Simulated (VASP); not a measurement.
Runs of VASP 6.6.1 on BeTe. The structure is that of space group P6_3/mmc (No. 194), or close to it. The cells are those of the table. 

| task | level | potentials or basis | cell | k mesh | cutoff (eV) | smearing | gap on the mesh (eV) | pressure (GPa) | relaxed volume (Å³/atom) |
| --- | --- | --- | --- | --- | --- | --- | --- | --- | --- |
| relaxation of cell and atoms | LDA | VASP PAW LDA potentials, release 64 (Be, Te) | relaxed from a = 4.033, b = 4.033, c = 8.757 Å, angles 90.0, 90.0, 120.0°, 4 atoms | 6 × 6 × 4 | 600 | fermi-dirac 0.02 eV | 1.91 | 0.0 | 24.21 |
| single point | PBEsol | VASP PAW PBE potentials, release 64 (Be, Te) | a = 4.030, b = 4.030, c = 7.105 Å, angles 90.0, 90.0, 120.0°, 4 atoms | 6 × 6 × 4 | 520 | fermi-dirac 0.02 eV | (a) | 0.2 | - |
| single point | PBE | VASP PAW PBE potentials, release 64 (Be, Te) | a = 4.033, b = 4.033, c = 8.757 Å, angles 90.0, 90.0, 120.0°, 4 atoms | 6 × 6 × 6 | 520 | fermi-dirac 0.02 eV | 2.76 | 0.1 | - |
| single point | LDA | VASP PAW LDA potentials, release 64 (Be, Te) | a = 4.031, b = 4.031, c = 8.144 Å, angles 90.0, 90.0, 120.0°, 4 atoms | 12 × 12 × 4 | 520 | gaussian 0.01 eV | (c) | -2.0 | - |
| single point | r2SCAN | VASP PAW PBE potentials, release 64 (Be, Te) | a = 4.031, b = 4.031, c = 8.144 Å, angles 90.0, 90.0, 120.0°, 4 atoms | 12 × 12 × 4 | 520 | gaussian 0.01 eV | (d) | 0.0 | - |
| single point | LDA | VASP PAW LDA potentials, release 64 (Be, Te) | a = 3.996, b = 3.996, c = 6.991 Å, angles 90.0, 90.0, 120.0°, 4 atoms | 6 × 6 × 4 | 520 | fermi-dirac 0.02 eV | 1.93 | 0.2 | - |
| single point | PBE | VASP PAW PBE potentials, release 64 (Be, Te) | a = 4.031, b = 4.031, c = 8.144 Å, angles 90.0, 90.0, 120.0°, 4 atoms | 12 × 12 × 4 | 520 | fermi-dirac 0.02 eV | 2.59 | (b) | - |
| relaxation of cell and atoms | PBE | VASP PAW PBE potentials, release 64 (Be, Te) | relaxed from a = 3.967, b = 3.967, c = 4.958 Å, angles 90.0, 90.0, 120.0°, 4 atoms | 6 × 6 × 6 | 600 | fermi-dirac 0.02 eV | 2.71 | 0.0 | 30.15 |

Alike in all rows: no spin polarisation.

Question: Estimate the missing entries.

Answer: (a) 2.03; (b) 0.4; (c) 2.48; (d) 3.04.

Caveats: spin-orbit coupling is left out, which moves the levels of the heavy elements; the volume moved by over 15 % at a fixed basis, so the end points are rough (some runs); the PAW data sets were made with another functional, which shifts forces and pressure a little (some runs).

A k mesh can miss the band edges, and the runs leave out spin-orbit coupling on Te.
